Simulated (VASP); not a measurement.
InP, 2 atoms in the cell. The typed cell holds 2 atoms: a = 3.917 Å, b = 3.917 Å, c = 3.917 Å, α = 120.00°, β = 120.00°, γ = 90.00°. The cell was built from a structure type or drawn by symmetry, and may not be a known phase.

- Program: VASP 6.6.1
- Task: single point
- Functional: PBE
- Potentials or basis: VASP PAW PBE potentials, release 64 (In_d, P)
- Cutoff: 520 eV
- k mesh: 20 × 20 × 20
- Occupations: gaussian, width 0.1 eV
- Spin: no spin polarisation
- Dipole correction: no
- Further INCAR settings: ALGO = Normal; EDIFF = 1e-06; NBANDS = 16

Potentials or basis: VASP PAW PBE potentials, release 64 (In_d, P).

Run with:

```bash
$ cat potpaw_PBE.64/In_d/POTCAR potpaw_PBE.64/P/POTCAR > POTCAR
$ mpirun -np 1 vasp_std > vasp.out
```

Hardware: 1 thread of Intel Xeon 8259CL (shared host).

Estimate the wall time of this run.

Wall time 7.3 min on 1 thread of Intel Xeon 8259CL (shared host), peak memory 0.52 GiB. Counts: scf iterations 13, k points 641.
